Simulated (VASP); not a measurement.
# Ta2N in VASP: further runs, part 2 of 2

VASP 6.6.1. The steps go on from the part before.

**5. Single point, LDA**

This run uses another cell than the first one, of 12.97 Å³/atom, 0.952 times its volume.

INCAR reads:

```
SYSTEM = Ta2N
PREC = Accurate
ENCUT = 520
EDIFF = 1E-6
ISMEAR = -1
SIGMA = 0.05
LREAL = .FALSE.
LASPH = .TRUE.
NELM = 100
ALGO = Normal
ISIF = 2
LWAVE = .FALSE.
LCHARG = .FALSE.
NBANDS = 20
```

KPOINTS reads:

```
Automatic mesh
0
G
  10 10 6
  0 0 0
```

POSCAR reads:

```
Ta2N
1.0
    3.0653437471      0.0000000000      0.0000000000
   -1.5326718735      2.6546655563      0.0000000000
    0.0000000000      0.0000000000      4.7801075143
Ta N
2 1
Direct
    0.3333333333      0.6666666667      0.2527259034
    0.6666666667      0.3333333333      0.7472740966
    0.0000000000      0.0000000000      0.0000000000
```

Potentials or basis: VASP PAW LDA potentials, release 64 (Ta_pv, N).

Command:

```bash
$ cat potpaw_LDA.64/Ta_pv/POTCAR potpaw_LDA.64/N/POTCAR > POTCAR
$ mpirun -np 1 vasp_std > vasp.out
```

OUTCAR:

```text
SYSTEM = Ta2N
   PREC = Accurate
   ENCUT = 520
   EDIFF = 1E-6
   ISMEAR = -1
   LREAL = .FALSE.
   LASPH = .TRUE.
   NELM = 100
   ISIF = 2

 ion  position               nearest neighbor table
   1  0.333  0.667  0.253-   3 2.14   3 2.14   3 2.14   2 2.95   2 2.95   2 2.95   2 2.99   2 2.99
                             2 2.99
   2  0.667  0.333  0.747-   3 2.14   3 2.14   3 2.14   1 2.95   1 2.95   1 2.95   1 2.99   1 2.99
                             1 2.99
   3  0.000  0.000  0.000-   1 2.14   2 2.14   1 2.14   2 2.14   2 2.14   1 2.14

  LATTYP: Found a hexagonal cell.
 ALAT       =     3.0653437471
 C/A-ratio  =     1.5594034173

  Lattice vectors:

 A1 = (   3.0653437471,   0.0000000000,   0.0000000000)
 A2 = (  -1.5326718735,   2.6546655563,   0.0000000000)
 A3 = (   0.0000000000,   0.0000000000,   4.7801075143)

Analysis of symmetry for initial positions (statically):
=====================================================================
 Subroutine PRICEL returns:
 Original cell was already a primitive cell.

 Routine SETGRP: Setting up the symmetry group for a
 hexagonal supercell.

 Subroutine GETGRP returns: Found 12 space group operations
 (whereof 12 operations were pure point group operations)
 out of a pool of 24 trial point group operations.

The static configuration has the point symmetry D_3d.

Analysis of symmetry for dynamics (positions and initial velocities):
=====================================================================
 Subroutine PRICEL returns:
 Original cell was already a primitive cell.

 Routine SETGRP: Setting up the symmetry group for a
 hexagonal supercell.

 Subroutine GETGRP returns: Found 12 space group operations
 (whereof 12 operations were pure point group operations)
 out of a pool of 24 trial point group operations.

The dynamic configuration has the point symmetry D_3d.

 Subroutine INISYM returns: Found 12 space group operations
 (whereof 12 operations are pure point group operations),
 and found     1 'primitive' translations

----------------------------------------------------------------------------------------

                                     Primitive cell

  volume of cell :      38.8979

  direct lattice vectors                    reciprocal lattice vectors
     3.065343747  0.000000000  0.000000000     0.326227687  0.188347643  0.000000000
    -1.532671874  2.654665556  0.000000000     0.000000000  0.376695286  0.000000000
     0.000000000  0.000000000  4.780107514     0.000000000  0.000000000  0.209200315

  length of vectors
     3.065343747  3.065343747  4.780107514     0.376695286  0.376695286  0.209200315

  position of ions in fractional coordinates (direct lattice)
     0.333333333  0.666666667  0.252725903
     0.666666667  0.333333333  0.747274097
     0.000000000  0.000000000  0.000000000

  ion indices of the primitive-cell ions
   primitive index   ion index
                 1           1
                 2           2
                 3           3

----------------------------------------------------------------------------------------

 KPOINTS: Automatic mesh

Automatic generation of k-mesh.
 Grid dimensions read from file:
 generate k-points for:   10   10    6

 Generating k-lattice:

  Cartesian coordinates                     Fractional coordinates (reciprocal lattice)
     0.032622769  0.018834764  0.000000000     0.100000000 -0.000000000  0.000000000
     0.000000000  0.037669529  0.000000000     0.000000000  0.100000000  0.000000000
     0.000000000  0.000000000  0.034866719     0.000000000  0.000000000  0.166666667

  Length of vectors
     0.037669529  0.037669529  0.034866719

  Shift w.r.t. Gamma in fractional coordinates (k-lattice)
     0.000000000  0.000000000  0.000000000

 Subroutine IBZKPT returns following result:
 ===========================================

 Found     72 irreducible k-points:

 Following reciprocal coordinates:
            Coordinates               Weight
  0.000000  0.000000  0.000000      1.000000
  0.100000 -0.000000  0.000000      6.000000
  0.200000 -0.000000  0.000000      6.000000
  0.300000 -0.000000  0.000000      6.000000
  0.400000  0.000000  0.000000      6.000000
  0.500000 -0.000000  0.000000      3.000000
[... 16 lines left out ...]
  0.000000  0.400000  0.166667      6.000000
  0.500000 -0.000000  0.166667      6.000000
 [... further k-points ...]
   k-points           NKPTS =     72   k-points in BZ     NKDIM =     72   number of bands    NBANDS=     20
   number of dos      NEDOS =    301   number of ions     NIONS =      3
   total plane-waves  NPLWV =  20736
   dimension x,y,z NGX =    24 NGY =   24 NGZ =   36
   dimension x,y,z NGXF=    48 NGYF=   48 NGZF=   72
   ions per type =               2   1
   NGX,Y,Z   is equivalent  to a cutoff of  13.02, 13.02, 12.52 a.u.
   NGXF,Y,Z  is equivalent  to a cutoff of  26.03, 26.03, 25.04 a.u.
 SYSTEM =  Ta2N
   PREC   = accura    normal or accurate (medium, high low for compatibility)
   ISTART =      0    job   : 0-new  1-cont  2-samecut
   ICHARG =      2    charge: 1-file 2-atom 10-const
   ISPIN  =      1    spin polarized calculation?
   LNONCOLLINEAR =      F non collinear calculations
   LSORBIT =      F    spin-orbit coupling
   LASPH  =      T    aspherical Exc in radial PAW
   ENCUT  =  520.0 eV  38.22 Ry    6.18 a.u.   5.70  5.70  8.89*2*pi/ulx,y,z
   NELM   =    100;   NELMIN=  2; NELMDL= -5     # of ELM steps
   EDIFF  = 0.1E-05   stopping-criterion for ELM
   LREAL  =      F    real-space projection
   EDIFFG = 0.1E-04   stopping-criterion for IOM
   NSW    =      0    number of steps for IOM
   IBRION =     -1    ionic relax: 0-MD 1-quasi-New 2-CG
   NFREE  =      0    steps in history (QN), initial steepest desc. (CG)
   ISIF   =      2    stress and relaxation
   ISYM   =      2    0-nonsym 1-usesym 2-fastsym
   POTIM  = 0.5000    time-step for ionic-motion
   TEBEG  =    0.0;   TEEND  =   0.0 temperature during run
   PSTRESS=    0.0 pullay stress
   NELECT =      27.0000    total number of electrons
   NUPDOWN=      -1.0000    fix difference up-down
   EMIN   =  10.00;   EMAX   =-10.00  energy-range for DOS
   EFERMI =   0.00;   METHOD = LEGACY
   ISMEAR =    -1;   SIGMA  =   0.05  broadening in eV -4-tet -1-fermi 0-gaus
   EFERMI_NEDOS =   21; number of points for ismear=-14 and -15
   IALGO  =     38    algorithm
   IMIX   =      4    mixing-type and parameters
     AMIX     =   0.40;   BMIX     =  1.00
     AMIX_MAG =   1.60;   BMIX_MAG =  1.00
  volume/ion in A,a.u.               =      12.97        87.50
  Fermi-wavevector in a.u.,A,eV,Ry     =   1.449508  2.739172 28.586828  2.101073
  Thomas-Fermi vector in A             =   2.567226
   LORBIT       =      0    0 simple, 1 ext, 2 COOP (PROOUT), +10 PAW based schemes
   GGA     = CA    functional components
   LHFCALC =     F    Hartree Fock is set to
   AEXX    =    0.0000 exact exchange contribution
   IVDW    =     0    specifies the selected vdW correction
   LEPSILON=     F    determine dielectric tensor
   LRPA    =     F    only Hartree local field effects (RPA)
 non-spin polarized calculation
  energy-cutoff  :      520.00
  volume of cell :       38.90
 maximum number of plane-waves:      1085
 NGX is ok and might be reduce to    24

 number of electron      27.0000001 magnetization

 Free energy of the ion-electron system (eV)
  ---------------------------------------------------
  ext. energy  EPLUGINS =         0.00000000
  ---------------------------------------------------
  free energy    TOTEN  =       -37.65456759 eV

  energy without entropy =      -37.64201134  energy(sigma->0) =      -37.64828946

 E-fermi :   7.7837     XC(G=0): -13.3017

 val. band max:        7.7677341903   @ k =   0.0000   0.3000   0.3333
 cond. band min:       7.7887723223   @ k =   0.0000   0.3000   0.1667
 fundamental gap:      0.0210381320
 Fermi energy:         7.7837143556

 k-point     1 :       0.0000    0.0000    0.0000
  band No.  band energies     occupation
      1     -27.7158      2.00000
      2     -26.8361      2.00000
      3     -26.8361      2.00000
      4     -26.6859      2.00000
      5     -26.6859      2.00000
      6     -26.5462      2.00000
[... 12 lines left out ...]
     19       9.0719      0.00000
     20      13.1998      0.00000
[... 507 lines left out ...]
 k-point    24 :       0.5000   -0.0000    0.1667
  band No.  band energies     occupation
      1     -27.6360      2.00000
      2     -27.4111      2.00000
      3     -27.1161      2.00000
      4     -27.0539      2.00000
      5     -26.8019      2.00000
      6     -26.7907      2.00000
[... 12 lines left out ...]
     19      12.6839      0.00000
     20      13.5633      0.00000

 [... further k-points ...]
[... 5 lines left out ...]
  --------------------------------------------------------------------------------------
  -------------------------------------------------------------------------------------
  Total        0.3897742      0.3897742      0.3580871      0.0000000      0.0000000      0.0000000
  in kB       16.0545081     16.0545081     14.7493383      0.0000000      0.0000000      0.0000000
  external PRESSURE =      15.6194515 kB  Pullay stress =       0.0000000 kB

 VOLUME and BASIS-vectors are now :
 -----------------------------------------------------------------------------
  energy-cutoff  :      520.00
  volume of cell :       38.90
      direct lattice vectors                 reciprocal lattice vectors
     3.065343747  0.000000000  0.000000000     0.326227687  0.188347643  0.000000000
    -1.532671874  2.654665556  0.000000000     0.000000000  0.376695286  0.000000000
     0.000000000  0.000000000  4.780107514     0.000000000  0.000000000  0.209200315

 POSITION                                       TOTAL-FORCE (eV/Angst)
 -----------------------------------------------------------------------------------
     -0.00000      1.76978      1.20806        -0.000000      0.000000      0.051255
      1.53267      0.88489      3.57205         0.000000     -0.000000     -0.051255
      0.00000      0.00000      0.00000        -0.000000      0.000000     -0.000000
 -----------------------------------------------------------------------------------
    total drift:                                0.000000     -0.000000      0.000000

  FREE ENERGIE OF THE ION-ELECTRON SYSTEM (eV)
  ---------------------------------------------------
  free  energy   TOTEN  =       -37.6545675855 eV

  energy  without entropy=      -37.6420113353  energy(sigma->0) =      -37.64828946
```

stdout:

```text
POSCAR found type information on POSCAR TaN
 POSCAR found :  2 types and       3 ions
 scaLAPACK will be used
 LDA part: xc-table for (Slater(with rela. corr.)+CA(PZ))
 , standard interpolation
 POSCAR, INCAR and KPOINTS ok, starting setup
 FFT: planning ... GRIDC
 FFT: planning ... GRID_SOFT
 FFT: planning ... GRID
 WAVECAR not read
 entering main loop
```

Run time: 17 s. Hardware: 1 thread of Intel Xeon 6975P-C (Granite Rapids), shared host; peak memory 0.17 GiB.

Results:

| Property | Result |
| --- | --- |
| Free energy | -37.6546 eV |
| Pressure | 1.6 GPa |
| Largest force | 0.051 eV/Å |

Forces in eV/Å, atoms in the order of the input:
```
Ta   0.000  0.000  0.051
Ta   0.000  0.000 -0.051
N    0.000  0.000  0.000
```

Stress tensor (GPa, compression positive):
```
1.61 0.00 0.00
0.00 1.61 0.00
0.00 0.00 1.47
```

Levels at points of the mesh, in eV from the Fermi level:
```csv
k point,band 11,band 12,band 13,band 14,band 15,band 16
"(0.00, 0.00, 0.00)",-4.72,-0.68,-0.28,-0.28,0.24,0.24
"(0.50, 0.00, 0.00)",-4.76,-2.57,-1.27,1.97,2.01,3.90
"(0.00, 0.00, 0.50)",-2.83,-2.58,-1.23,-1.23,1.92,2.28
"(0.50, 0.00, 0.50)",-3.44,-2.05,-2.02,-0.13,0.82,3.41
```

Caveat: spin-orbit coupling is left out, which moves the levels of the heavy elements.

**6. Summary**

| task | cell | k mesh | smearing | gap on the mesh (eV) | pressure (GPa) | largest force (eV/Å) |
| --- | --- | --- | --- | --- | --- | --- |
| single point | a = 3.113, b = 3.113, c = 4.870 Å, angles 90.0, 90.0, 120.0°, 3 atoms | 8 × 8 × 5 | methfessel-paxton 0.1 eV | none | -10.3 | 1.49 |
| molecular dynamics | a = 3.113, b = 3.113, c = 4.870 Å, angles 90.0, 90.0, 120.0°, 3 atoms | 8 × 8 × 5 | methfessel-paxton 0.1 eV | - | - | - |
| single point | a = 3.065, b = 3.065, c = 4.780 Å, angles 90.0, 90.0, 120.0°, 3 atoms | 10 × 10 × 6 | fermi-dirac 0.05 eV | none | 1.6 | 0.05 |

Some of these runs hold the atoms at other places in the same cell, which the table doesn't show; runs alike in all that it shows share one row.

Alike in all rows: level LDA; potentials or basis VASP PAW LDA potentials, release 64 (Ta_pv, N); no spin polarisation; cutoff (eV) 520.

Caveats: spin-orbit coupling is left out, which moves the levels of the heavy elements; forces of over 1 eV/Å act on the atoms, so gaps and moduli don't describe the material at rest (some runs).

Total energies depend on the potentials used, so only differences within one code and one set of settings carry meaning.
